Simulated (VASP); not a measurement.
**Ti2C: single point with PBEsol**

Ti2C:

```
CELL_PARAMETERS angstrom
1.60272 0.92533 4.89206
-1.60272 0.92533 4.89206
0.00000 -1.85067 4.89206
ATOMIC_POSITIONS crystal
Ti 0.24582 0.24582 0.24582
Ti 0.75418 0.75418 0.75418
C 0.50000 0.50000 0.50000
```

This cell differs from its parent crystal: strain +0.050 along x and y, +0.025 along z.

```
Program                : VASP 6.6.1
Task                   : single point
Functional             : PBEsol
Potentials or basis    : VASP PAW PBE potentials, release 64 (Ti_sv, C)
Cutoff                 : 520 eV
k mesh                 : 18 × 18 × 18
Occupations            : gaussian, width 0.15 eV
Spin                   : no spin polarisation
Dipole correction      : no
Further INCAR settings : ALGO = Normal; EDIFF = 1e-06; NBANDS = 21
```

The pressure is -18.6 GPa. The largest force is 1.010 eV/Å. The band gap on the k mesh is zero (bands 14 and 15 overlap by 0.88 eV).

Forces on the atoms (eV/Å):
```
Ti   0.000  0.000 -1.010
Ti   0.000  0.000  1.010
C    0.000  0.000  0.000
```

Stress tensor (GPa, compression positive):
```
-20.32   0.00   0.00
  0.00 -20.32   0.00
  0.00   0.00 -15.26
```

Levels at points of the mesh, in eV from the Fermi level:
```tsv
k point	band 11	band 12	band 13	band 14	band 15	band 16	band 17	band 18
(0.00, 0.00, 0.00)	-2.38	-2.38	-1.98	0.37	0.37	1.02	1.73	1.73
(0.50, 0.00, 0.00)	-2.75	-2.30	-1.08	-0.89	0.08	1.57	2.42	2.44
(0.50, 0.50, 0.00)	-2.66	-2.43	-1.43	-0.88	0.78	2.07	2.49	2.67
(0.50, 0.50, 0.50)	-2.23	-2.23	-0.70	0.22	0.77	0.77	1.53	1.53
```

It took 13 min on 1 thread of AMD EPYC 9R45 96-Core Processor (Zen 5) (shared host), peak memory 0.57 GiB.

Caveat: the cell differs from its parent crystal (strain +0.050 along x and y, +0.025 along z); the cell stands under tension; the PAW data sets were made with another functional, which shifts forces and pressure a little.
